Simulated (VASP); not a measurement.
A run of VASP 6.6.1 is set up as follows.

Contents of INCAR:

```
SYSTEM = Cs
PREC     = Accurate       ! precision mode
ENCUT    = 500            ! plane-wave cutoff, eV
EDIFF    = 1E-6           ! SCF threshold, eV
ISMEAR   = 1              ! smearing method
SIGMA    = 0.15           ! smearing width, eV
LREAL    = .FALSE.        ! projectors in reciprocal space
LASPH    = .TRUE.         ! aspherical terms in the spheres
NELM     = 120            ! most SCF steps
ALGO     = Normal         ! electronic algorithm
ISIF     = 2              ! what is computed and relaxed
LWAVE    = .FALSE.        ! write WAVECAR
LCHARG   = .TRUE.         ! write CHGCAR
GGA      = PS             ! functional
LELF     = .TRUE.         ! ELF
LVHAR    = .TRUE.       
NBANDS   = 10             ! bands
GGA_COMPAT= .FALSE.
```

File KPOINTS:

```
Automatic mesh
0
G
  7 7 7
  0 0 0
```

POSCAR

```
Cs
1.0
   -2.6453696181      2.6453696181      3.8410696232
    2.6453696181     -2.6453696181      3.8410696232
    2.6453696181      2.6453696181     -3.8410696232
Cs
1
Direct
    0.0000000000      0.0000000000      0.0000000000
```

Potentials or basis: VASP PAW PBE potentials, release 64 (Cs_sv).

Command:

```console
$ cat potpaw_PBE.64/Cs_sv/POTCAR > POTCAR
$ mpirun -np 1 vasp_std > vasp.out
```

Task: What does it give for the band gap on the k mesh?

Result: Zero (an odd number of electrons rules out a gap without spin polarisation).

Task: Estimate the pressure.

Result: 0.0 GPa.

Caveat: the PAW data sets were made with another functional, which shifts forces and pressure a little; spin-orbit coupling is left out, which moves the levels of the heavy elements.
